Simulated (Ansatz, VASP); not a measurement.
TiAl in VASP and in Ansatz

```xyz
20
Lattice="4.3012 -2.4823 -4.6374 4.2639 -2.4790 4.6006 -1.4679 -7.5119 0.0031" Properties=species:S:1:pos:R:3 pbc="T T T"
Al    1.3877   -5.8433    1.2041
Al    5.6868   -8.3090    1.1123
Al    4.2612   -5.8229    1.1435
Al    2.8302   -3.3962    1.1213
Al   -0.0541   -8.3095    1.1398
Al    7.1133   -5.7245    1.1032
Al    2.8453   -8.2956    1.1398
Al    2.8738   -6.6701   -1.1501
Al    1.4291   -4.1294   -1.1632
Al   -0.0491   -6.7235   -1.1416
Ti    4.3094   -5.7367   -3.4772
Ti    2.7965   -8.3553   -3.4585
Ti    5.5957   -3.3206    1.0800
Ti    2.8644   -6.6928    3.5367
Ti    5.7750   -6.6711   -1.1657
Ti    4.2629   -4.1384    3.4622
Ti    7.1219   -4.1964   -1.3080
Ti    4.3070   -9.1899   -1.1739
Ti    4.2719   -4.0979   -1.2657
Ti    2.8511   -1.6802   -1.1202
```

Alike in both runs: functional PBE; k mesh 3 × 3 × 3; occupations gaussian, width 0.1 eV; no spin polarisation.

Ansatz relaxed the structure, and its values are those at the end. VASP's run is a single point on that final structure, the one shown.

```csv
,VASP,Ansatz
version,VASP 6.6.1,Ansatz 0.2.0
potentials or method,"VASP PAW PBE potentials, release 64 (Al, Ti_sv), cutoff 520 eV","scalar-relativistic, plane waves, PAW"
valence electrons in the cell,150,150
```

|  | VASP | Ansatz | Ansatz less VASP |
| --- | --- | --- | --- |
| gap on the k mesh at the Fermi level (eV) | none | none | - |
| pressure (GPa) | -0.1 | 0.0 | +0.09 |
| rms of the force components (eV/Å) | 0.006 | 0.004 | -0.0017 |

A gap of «none» marks a metal or a gap that the smearing closes.
